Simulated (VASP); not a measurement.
A run of VASP 6.6.1 is set up as follows.

Contents of INCAR:

```
PREC = Accurate ; ENCUT = 600
EDIFF = 1E-7 ; ISMEAR = 0
SIGMA = 0.1 ; LREAL = F
LASPH = T ; NELM = 120
ALGO = Normal ; ISIF = 3
LWAVE = F ; LCHARG = F
GGA = PE ; IBRION = 2
NSW = 90 ; EDIFFG = -0.04
GGA_COMPAT = F ; NELMIN = 4
```

Contents of KPOINTS:

```
Automatic mesh
0
Gamma
  6 6 6
```

POSCAR

```
Mg2BeS3
1.0
    2.7651627200      1.5964674400      4.3927943000
   -2.7651627200      1.5964674400      4.3927943000
    0.0000000000     -3.1929348800      4.3927943000
Mg Be S
2 1 3
Direct
    0.6265190200      0.6265190200      0.6265190200
    0.3734809800      0.3734809800      0.3734809800
    0.0000000000      0.0000000000      0.0000000000
    0.0000000000      0.5000000000      0.0000000000
    0.5000000000      0.0000000000      0.0000000000
    0.0000000000      0.0000000000      0.5000000000
```

Potentials or basis: VASP PAW PBE potentials, release 64 (Mg, Be, S).

The run is started by

```console
$ cat potpaw_PBE.64/Mg/POTCAR potpaw_PBE.64/Be/POTCAR potpaw_PBE.64/S/POTCAR > POTCAR
$ mpirun -np 1 vasp_std > vasp.out
```

Problem. Predict the space group after relaxing (to 0.05 Å).

Solution. R-3m (No. 166).

Problem. Predict the relaxed volume.

Solution. 19.15 Å³/atom.

Problem. Predict the band gap on the k mesh.

Solution. Zero (band 12 reaches 3.58 eV, above the bottom of band 13 at 3.06 eV).

Problem. Estimate the relaxed cell.

Solution. a = 4.875 Å, b = 4.875 Å, c = 4.875 Å, α = 85.56°, β = 85.56°, γ = 85.56°.

Step by step:
```tsv
step	energy change (eV)	largest force (eV/Å)	pressure (GPa)	volume (Å³)
1	0.0000	0.0052	-5.49	116.35
2	-0.4432	0.0577	-1.29	105.44
3	-0.6039	0.0846	2.64	98.17
4	-0.6224	0.0988	4.95	94.88
5	-0.9957	0.3342	7.29	92.78
6	-2.6741	1.9003	17.01	85.15
7	-2.1586	3.2814	26.32	80.83
8	-2.6714	2.1677	18.71	84.21
9	-2.8280	2.3747	18.33	84.78
10	-2.9531	2.8913	18.24	85.76
11	-3.2411	2.6197	15.53	87.79
12	-3.8975	1.9844	8.63	94.06
13	-4.4704	1.3359	-0.76	107.46
14	-4.4927	1.2823	-2.07	110.24
15	-4.4946	1.2703	-2.42	111.04
16	-4.5582	1.1025	-1.84	110.51
17	-4.6909	0.5990	0.19	108.94
18	-4.6610	0.6002	5.57	105.80
19	-4.7304	0.1709	2.13	107.66
20	-4.7309	0.1070	2.41	107.49
21	-4.7669	0.0681	1.65	109.60
22	-4.7980	0.0222	-0.22	116.03
23	-4.8001	0.0229	0.10	114.79
24	-4.8001	0.0229	0.14	114.64
25	-4.8011	0.0283	0.01	114.89
```
